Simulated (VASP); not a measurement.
# SiC5 (P-62m) in VASP: a series of runs, part 2 of 2

VASP 6.6.1.

### 4 Single point, PBE

Input file INCAR:

```
  PREC = Accurate
  ENCUT = 520
  EDIFF = 1E-7
  ISMEAR = 0
  SIGMA = 0.1
  LREAL = F
  LASPH = T
  NELM = 80
  ALGO = Normal
  ISIF = 2
  LWAVE = F
  LCHARG = T
  GGA = PE
  LELF = T
  LVHAR = T
  NBANDS = 21
```

Input file KPOINTS:

```
Automatic mesh
0
Gamma
  12 12 10
```

Input file POSCAR:

```
SiC5
1.0
    4.6500768849      0.0000000000      0.0000000000
   -2.3250384425      4.0270847119      0.0000000000
    0.0000000000      0.0000000000      4.5634975582
Si C
1 5
Direct
    0.0000000000      0.0000000000      0.0000000000
    0.0000000000      0.6201770163      0.0000000000
    0.6201770163      0.0000000000      0.0000000000
    0.3798229837      0.3798229837      0.0000000000
    0.3333333333      0.6666666667      0.0000000000
    0.6666666667      0.3333333333      0.0000000000
```

Potentials or basis: VASP PAW PBE potentials, release 64 (Si, C).

Run with:

```sh
$ cat potpaw_PBE.64/Si/POTCAR potpaw_PBE.64/C/POTCAR > POTCAR
$ mpirun -np 1 vasp_std > vasp.out
```

OUTCAR:

```text
PREC = Accurate
   ENCUT = 520
   EDIFF = 1E-7
   ISMEAR = 0
   LREAL = F
   LASPH = T
   NELM = 80
   ISIF = 2
   GGA = PE

 ion  position               nearest neighbor table
   1  0.000  0.000  0.000-   4 1.77   3 1.77   2 1.77
   2  0.000  0.620  0.000-   5 1.45   6 1.45   1 1.77
   3  0.620  0.000  0.000-   6 1.45   5 1.45   1 1.77
   4  0.380  0.380  0.000-   6 1.45   5 1.45   1 1.77
   5  0.333  0.667  0.000-   2 1.45   3 1.45   4 1.45
   6  0.667  0.333  0.000-   3 1.45   2 1.45   4 1.45

  LATTYP: Found a hexagonal cell.
 ALAT       =     4.6500768849
 C/A-ratio  =     0.9813810978

  Lattice vectors:

 A1 = (   4.6500768849,   0.0000000000,   0.0000000000)
 A2 = (  -2.3250384425,   4.0270847119,   0.0000000000)
 A3 = (   0.0000000000,   0.0000000000,   4.5634975582)

Analysis of symmetry for initial positions (statically):
=====================================================================
 Subroutine PRICEL returns:
 Original cell was already a primitive cell.

 Routine SETGRP: Setting up the symmetry group for a
 hexagonal supercell.

 Subroutine GETGRP returns: Found 12 space group operations
 (whereof 12 operations were pure point group operations)
 out of a pool of 24 trial point group operations.

The static configuration has the point symmetry D_3h.

Analysis of symmetry for dynamics (positions and initial velocities):
=====================================================================
 Subroutine PRICEL returns:
 Original cell was already a primitive cell.

 Routine SETGRP: Setting up the symmetry group for a
 hexagonal supercell.

 Subroutine GETGRP returns: Found 12 space group operations
 (whereof 12 operations were pure point group operations)
 out of a pool of 24 trial point group operations.

The dynamic configuration has the point symmetry D_3h.

[... 120 lines left out ...]
   EFERMI =   0.00;   METHOD = LEGACY
   ISMEAR =     0;   SIGMA  =   0.10  broadening in eV -4-tet -1-fermi 0-gaus
   EFERMI_NEDOS =   21; number of points for ismear=-14 and -15
   IALGO  =     38    algorithm
   IMIX   =      4    mixing-type and parameters
     AMIX     =   0.40;   BMIX     =  1.00
     AMIX_MAG =   1.60;   BMIX_MAG =  1.00
  volume/ion in A,a.u.               =      14.24        96.12
  Fermi-wavevector in a.u.,A,eV,Ry     =   1.072084  2.025946 15.638062  1.149365
  Thomas-Fermi vector in A             =   2.207844
   LORBIT       =      0    0 simple, 1 ext, 2 COOP (PROOUT), +10 PAW based schemes
   GGA     = PE    functional components
   LHFCALC =     F    Hartree Fock is set to
   AEXX    =    0.0000 exact exchange contribution
   IVDW    =     0    specifies the selected vdW correction
   LEPSILON=     F    determine dielectric tensor
   LRPA    =     F    only Hartree local field effects (RPA)
 non-spin polarized calculation
 Gauss-broadening in eV      SIGMA  =   0.10
  energy-cutoff  :      520.00
  volume of cell :       85.46
 maximum number of plane-waves:      2327
 NGX is ok and might be reduce to    36
   NGX = 17   NGY = 17   NGZ = 17

 number of electron      24.0000000 magnetization

 Free energy of the ion-electron system (eV)
  ---------------------------------------------------
  ext. energy  EPLUGINS =         0.00000000
  ---------------------------------------------------
  free energy    TOTEN  =       -49.22202784 eV

  energy without entropy =      -49.22112205  energy(sigma->0) =      -49.22157494

 E-fermi :   2.4402     XC(G=0):  -8.2231

 val. band max:        2.4315303266   @ k =   0.0000   0.0000   0.2000
 cond. band min:       2.4865403968   @ k =   0.0000   0.0000   0.1000
 fundamental gap:      0.0550100702
 Fermi energy:         2.4401945109

 k-point     1 :       0.0000    0.0000    0.0000
  band No.  band energies     occupation
      1     -15.2966      2.00000
      2     -10.5755      2.00000
      3      -9.4623      2.00000
      4      -9.4623      2.00000
      5      -6.4106      2.00000
      6      -6.4106      2.00000
[... 565 lines left out ...]
     20      10.9207      0.00000
     21      11.6294      0.00000

 [... further k-points ...]
[... 5 lines left out ...]
  --------------------------------------------------------------------------------------
  -------------------------------------------------------------------------------------
  Total        0.1196924      0.1196924      0.0005034     -0.0000000     -0.0000000      0.0000000
  in kB        2.2440286      2.2440286      0.0094373     -0.0000000     -0.0000000      0.0000000
  external PRESSURE =       1.4991648 kB  Pullay stress =       0.0000000 kB

 VOLUME and BASIS-vectors are now :
 -----------------------------------------------------------------------------
  energy-cutoff  :      520.00
  volume of cell :       85.46
      direct lattice vectors                 reciprocal lattice vectors
     4.650076885  0.000000000  0.000000000     0.215050208  0.124159295  0.000000000
    -2.325038442  4.027084712  0.000000000     0.000000000  0.248318591  0.000000000
     0.000000000  0.000000000  4.563497558     0.000000000  0.000000000  0.219130171

 POSITION                                       TOTAL-FORCE (eV/Angst)
 -----------------------------------------------------------------------------------
      0.00000      0.00000      0.00000         0.000000      0.000000      0.000000
     -1.44194      2.49751      0.00000        -0.014342      0.024842     -0.000000
      2.88387      0.00000      0.00000         0.028685      0.000000     -0.000000
      0.88310      1.52958      0.00000        -0.014342     -0.024842      0.000000
     -0.00000      2.68472      0.00000         0.000000      0.000000      0.000000
      2.32504      1.34236      0.00000         0.000000      0.000000      0.000000
 -----------------------------------------------------------------------------------
    total drift:                                0.000000      0.000001     -0.000000

  FREE ENERGIE OF THE ION-ELECTRON SYSTEM (eV)
  ---------------------------------------------------
  free  energy   TOTEN  =       -49.2220278354 eV

  energy  without entropy=      -49.2211220501  energy(sigma->0) =      -49.22157494
```

OSZICAR:

```text
N       E                     dE             d eps       ncg     rms          rms(c)
DAV:   1     0.872044057483E+02    0.87204E+02   -0.11109E+04  4788   0.975E+02
DAV:   2    -0.449479013063E+02   -0.13215E+03   -0.12753E+03  6236   0.207E+02
DAV:   3    -0.536886165047E+02   -0.87407E+01   -0.86765E+01  6006   0.532E+01
DAV:   4    -0.538379886491E+02   -0.14937E+00   -0.14923E+00  6933   0.802E+00
DAV:   5    -0.538405207222E+02   -0.25321E-02   -0.25319E-02  6747   0.963E-01    0.125E+01
DAV:   6    -0.498961422108E+02    0.39444E+01   -0.75034E+00  6361   0.122E+01    0.663E+00
DAV:   7    -0.492813156091E+02    0.61483E+00   -0.14399E+00  6605   0.608E+00    0.280E+00
DAV:   8    -0.492178651084E+02    0.63451E-01   -0.17849E-01  6068   0.216E+00    0.926E-01
DAV:   9    -0.492196966604E+02   -0.18316E-02   -0.28211E-02  6178   0.861E-01    0.211E-01
DAV:  10    -0.492216907620E+02   -0.19941E-02   -0.27626E-03  5507   0.334E-01    0.733E-02
DAV:  11    -0.492219578386E+02   -0.26708E-03   -0.40334E-04  6079   0.115E-01    0.420E-02
DAV:  12    -0.492220184818E+02   -0.60643E-04   -0.46106E-05  5698   0.447E-02    0.112E-02
DAV:  13    -0.492220270951E+02   -0.86133E-05   -0.20694E-05  5963   0.255E-02    0.611E-03
DAV:  14    -0.492220277367E+02   -0.64158E-06   -0.14359E-06  6684   0.689E-03    0.152E-03
DAV:  15    -0.492220278354E+02   -0.98703E-07   -0.20509E-07  5636   0.287E-03
   1 F= -.49222028E+02 E0= -.49221575E+02  d E =-.905785E-03
```

Wall time 78 s (1 thread of Intel Xeon 6975P-C (Granite Rapids), shared host); peak memory 0.3 GiB.

What came out:

```
Free energy            : -49.2220 eV
Pressure               : 0.1 GPa
Largest force          : 0.029 eV/Å
Band gap on the k mesh : zero (band 12 reaches 2.51 eV, above the bottom of band 13 at 2.29 eV)
```

Forces on the atoms (eV/Å):
```
Si   0.000  0.000  0.000
C   -0.014  0.025  0.000
C    0.029  0.000  0.000
C   -0.014 -0.025  0.000
C    0.000  0.000  0.000
C    0.000  0.000  0.000
```

Stress tensor (GPa, compression positive):
```
0.22 0.00 0.00
0.00 0.22 0.00
0.00 0.00 0.00
```

### 5 Single point, PBE, collinear spin, ferromagnetic start

This run uses another cell than the first one, of 13.28 Å³/atom, 0.932 times its volume.

Input file INCAR:

```
PREC = Accurate
ENCUT = 520
EDIFF = 1E-7
ISMEAR = 0
SIGMA = 0.1
LREAL = F
LASPH = T
NELM = 150
ALGO = Normal
ISIF = 2
LWAVE = F
LCHARG = F
ISPIN = 2
MAGMOM = 0 1 1 1 1 1
LORBIT = 11
GGA = PE
NBANDS = 25
```

Input file KPOINTS:

```
regular mesh
0
Gamma
  6 6 4
```

Input file POSCAR:

```
SiC5
1.0
    4.6499841514      0.0000000000      0.0000000000
   -2.3249920757      4.0270044023      0.0000000000
    0.0000000000      0.0000000000      4.2543341032
Si C
1 5
Direct
    0.0000000000      0.0000000000      0.0000000000
    0.0000000000      0.6201373154      0.0000000000
    0.6201373154      0.0000000000      0.0000000000
    0.3798626846      0.3798626846      0.0000000000
    0.3333333333      0.6666666667      0.0000000000
    0.6666666667      0.3333333333      0.0000000000
```

Run with:

```sh
$ cat potpaw_PBE.64/Si/POTCAR potpaw_PBE.64/C/POTCAR > POTCAR
$ mpirun -np 1 vasp_std > vasp.out
```

Run time: 36 s. Hardware: 1 thread of Intel Xeon 6975P-C (Granite Rapids), shared host; peak memory 0.24 GiB.

The run converged. Its results:

* Free energy: -49.2069 eV
* Pressure: 0.2 GPa
* Largest force: 0.024 eV/Å
* Band gap on the k mesh: zero (filled and empty bands overlap)
* Net moment: 0.00 μB per cell
* Valence electrons inside the program's atomic spheres: Si 1.85; C 2.59, 2.53

Forces in eV/Å, atoms in the order of the input:
```
Si   0.000  0.000  0.000
C   -0.012  0.021  0.000
C    0.024  0.000  0.000
C   -0.012 -0.021  0.000
C    0.000  0.000  0.000
C    0.000  0.000  0.000
```

Levels at points of the mesh, in eV from the Fermi level:
Spin up:
| k point | band 10 | band 11 | band 12 | band 13 | band 14 | band 15 |
| --- | --- | --- | --- | --- | --- | --- |
| (0.00, 0.00, 0.00) | -2.26 | -0.08 | 0.18 | 0.18 | 2.60 | 2.76 |
| (0.50, 0.00, 0.00) | -3.61 | -3.27 | -0.98 | 2.21 | 3.50 | 5.34 |
| (0.00, 0.00, 0.50) | -2.24 | -0.39 | -0.18 | -0.18 | 1.30 | 6.86 |
| (0.50, 0.00, 0.50) | -4.22 | -3.24 | -1.63 | 1.33 | 4.93 | 5.24 |
Spin down:
| k point | band 9 | band 10 | band 11 | band 12 | band 13 | band 14 | band 15 | band 16 |
| --- | --- | --- | --- | --- | --- | --- | --- | --- |
| (0.00, 0.00, 0.00) | -2.26 | -2.26 | -0.08 | 0.18 | 0.18 | 2.60 | 2.76 | 7.29 |
| (0.50, 0.00, 0.00) | -4.25 | -3.61 | -3.27 | -0.98 | 2.21 | 3.50 | 5.34 | 5.91 |
| (0.00, 0.00, 0.50) | -2.24 | -2.24 | -0.39 | -0.18 | -0.18 | 1.30 | 6.86 | 7.51 |
| (0.50, 0.00, 0.50) | -4.23 | -4.22 | -3.24 | -1.63 | 1.33 | 4.93 | 5.24 | 5.59 |

Caveat: the k points lie up to 0.37 Å⁻¹ apart.

### 6 Relaxation of cell and atoms, PBE

Input file INCAR:

```
PREC = Accurate
ENCUT = 600
EDIFF = 1E-7
ISMEAR = 0
SIGMA = 0.1
LREAL = False
LASPH = True
NELM = 100
ALGO = Normal
ISIF = 3
LWAVE = False
LCHARG = False
GGA = PE
IBRION = 2
NSW = 100
EDIFFG = -0.01
```

Input file KPOINTS:

```
regular mesh
0
Gamma
  12 12 8
```

Input file POSCAR:

```
SiC5
1.0
    4.6500768849      0.0000000000      0.0000000000
   -2.3250384425      4.0270847119      0.0000000000
    0.0000000000      0.0000000000      4.5634975582
Si C
1 5
Direct
    0.0000000000      0.0000000000      0.0000000000
    0.0000000000      0.6201770163      0.0000000000
    0.6201770163      0.0000000000      0.0000000000
    0.3798229837      0.3798229837      0.0000000000
    0.3333333333      0.6666666667      0.0000000000
    0.6666666667      0.3333333333      0.0000000000
```

Potentials or basis: VASP PAW PBE potentials, release 64 (Si, C).

Run with:

```sh
$ cat potpaw_PBE.64/Si/POTCAR potpaw_PBE.64/C/POTCAR > POTCAR
$ mpirun -np 1 vasp_std > vasp.out
```

OUTCAR:

```text
PREC = Accurate
   ENCUT = 600
   EDIFF = 1E-7
   ISMEAR = 0
   LREAL = False
   LASPH = True
   NELM = 100
   ISIF = 3
   GGA = PE
   IBRION = 2
   NSW = 100
   EDIFFG = -0.01

 ion  position               nearest neighbor table
   1  0.000  0.000  0.000-   4 1.77   3 1.77   2 1.77
   2  0.000  0.620  0.000-   5 1.45   6 1.45   1 1.77
   3  0.620  0.000  0.000-   6 1.45   5 1.45   1 1.77
   4  0.380  0.380  0.000-   6 1.45   5 1.45   1 1.77
   5  0.333  0.667  0.000-   2 1.45   3 1.45   4 1.45
   6  0.667  0.333  0.000-   3 1.45   2 1.45   4 1.45

  LATTYP: Found a hexagonal cell.
 ALAT       =     4.6500768849
 C/A-ratio  =     0.9813810978

  Lattice vectors:

 A1 = (   4.6500768849,   0.0000000000,   0.0000000000)
 A2 = (  -2.3250384425,   4.0270847119,   0.0000000000)
[... 391 lines left out ...]
  ---------------------------------------------------
  ext. energy  EPLUGINS =         0.00000000
  ---------------------------------------------------
  free energy    TOTEN  =       -49.23340075 eV

  energy without entropy =      -49.23256790  energy(sigma->0) =      -49.23298432

 E-fermi :   2.8400     XC(G=0):  -8.5319

 val. band max:        2.8042335944   @ k =   0.0833   0.0000   0.0000
 cond. band min:       2.8755365775   @ k =   0.0000   0.0000   0.1250
 fundamental gap:      0.0713029831
 Fermi energy:         2.8400467106

 k-point     1 :       0.0000    0.0000    0.0000
  band No.  band energies     occupation
      1     -14.9406      2.00000
      2     -10.2129      2.00000
      3      -9.1031      2.00000
      4      -9.1031      2.00000
      5      -6.0521      2.00000
      6      -6.0521      2.00000
[... 433 lines left out ...]
      3      -9.7469      2.00000
      4      -8.4646      2.00000
      5      -5.8724      2.00000
      6      -4.5843      2.00000
[... 8 lines left out ...]
     15       7.0156      0.00000
     16       8.7869      0.00000

 [... further k-points ...]
[... 5 lines left out ...]
  --------------------------------------------------------------------------------------
  -------------------------------------------------------------------------------------
  Total        0.0086325      0.0086325      0.0021459     -0.0000000      0.0000000     -0.0000000
  in kB        0.1704210      0.1704210      0.0423642     -0.0000000      0.0000000     -0.0000000
  external PRESSURE =       0.1277354 kB  Pullay stress =       0.0000000 kB
[... 21 lines left out ...]
  FREE ENERGIE OF THE ION-ELECTRON SYSTEM (eV)
  ---------------------------------------------------
  free  energy   TOTEN  =       -49.2334007483 eV

  energy  without entropy=      -49.2325678980  energy(sigma->0) =      -49.23298432

 reached required accuracy - stopping structural energy minimisation
```

Wall time 9.5 min (1 thread of Intel Xeon 6975P-C (Granite Rapids), shared host); peak memory 0.31 GiB.

What came out:

```
Free energy                            : -49.2334 eV
Relaxed volume                         : 13.53 Å³/atom
Relaxed cell                           : a = 4.649 Å, b = 4.649 Å, c = 4.335 Å, α = 90.00°, β = 90.00°, γ = 120.00°
Space group after relaxing (to 0.05 Å) : P-62m (No. 189)
Energy gained by relaxing              : 0.3 meV/atom
Ionic steps                            : 17
Pressure after relaxing                : 0.0 GPa
Band gap on the k mesh                 : zero (band 12 reaches 2.92 eV, above the bottom of band 13 at 2.61 eV)
```

Forces on the atoms (eV/Å):
```
Si   0.000  0.000  0.000
C    0.001 -0.002  0.000
C   -0.003  0.000  0.000
C    0.001  0.002  0.000
C    0.000  0.000  0.000
C    0.000  0.000  0.000
```

The path:
```
step  energy change (eV)  largest force (eV/Å)  pressure (GPa)  volume (Å³)
   1              0.0000                0.0268           -0.05        85.46
   2              0.0000                0.0298            0.00        85.40
   3              0.0000                0.0064           -0.02        85.42
   4             -0.0001                0.0071           -0.06        85.39
   5             -0.0002                0.0092           -0.15        85.27
   6             -0.0002                0.0135           -0.34        85.05
   7             -0.0002                0.0136           -0.34        85.04
   8             -0.0002                0.0135           -0.34        85.03
   9             -0.0002                0.0135           -0.34        85.00
  10             -0.0003                0.0133           -0.34        84.94
  11             -0.0004                0.0130           -0.34        84.82
  12             -0.0005                0.0124           -0.34        84.57
  13             -0.0008                0.0112           -0.33        84.09
  14             -0.0013                0.0090           -0.31        83.12
  15             -0.0017                0.0048           -0.27        81.18
  16             -0.0018                0.0015            0.19        81.14
  17             -0.0018                0.0026            0.01        81.16
```

Final structure:
```cif
data_structure
_symmetry_space_group_name_H-M 'P 1'
_symmetry_Int_Tables_number 1
_cell_length_a 4.6495
_cell_length_b 4.6495
_cell_length_c 4.3349
_cell_angle_alpha 90.000
_cell_angle_beta 90.000
_cell_angle_gamma 120.000
_cell_volume 81.16
loop_
_atom_site_label
_atom_site_type_symbol
_atom_site_fract_x
_atom_site_fract_y
_atom_site_fract_z
_atom_site_occupancy
Si1 Si 0.00000 0.00000 0.00000 1
C1 C 0.00000 0.62030 0.00000 1
C2 C 0.62030 0.00000 0.00000 1
C3 C 0.37970 0.37970 0.00000 1
C4 C 0.33333 0.66667 0.00000 1
C5 C 0.66667 0.33333 0.00000 1
```

### 7 The runs side by side

```tsv
task	spin	cell	k mesh	cutoff (eV)	gap on the mesh (eV)	pressure (GPa)	moment (μB)	largest force (eV/Å)
single point	off	a = 4.650, b = 4.650, c = 4.563 Å, angles 90.0, 90.0, 120.0°, 6 atoms	12 × 12 × 8	520	none	0.1	-	0.03
single point	collinear, ferromagnetic start	a = 4.738, b = 4.738, c = 4.077 Å, angles 90.0, 90.0, 120.0°, 6 atoms	6 × 6 × 4	520	none	3.1	0.00	12.26
single point	off	a = 4.650, b = 4.650, c = 4.563 Å, angles 90.0, 90.0, 120.0°, 6 atoms	12 × 12 × 10	520	none	0.1	-	0.03
single point	collinear, ferromagnetic start	a = 4.650, b = 4.650, c = 4.254 Å, angles 90.0, 90.0, 120.0°, 6 atoms	6 × 6 × 4	520	none	0.2	0.00	0.02
relaxation of cell and atoms	off	relaxed from a = 4.650, b = 4.650, c = 4.563 Å, angles 90.0, 90.0, 120.0°, 6 atoms	12 × 12 × 8	600	none	0.0	-	-
```

Alike in all rows: level PBE; potentials or basis VASP PAW PBE potentials, release 64 (Si, C); smearing gaussian 0.1 eV.

Caveats: some runs use coarse meshes; forces of over 1 eV/Å act on the atoms, so gaps and moduli don't describe the material at rest (some runs).

Total energies depend on the potentials used, so only differences within one code and one set of settings carry meaning.
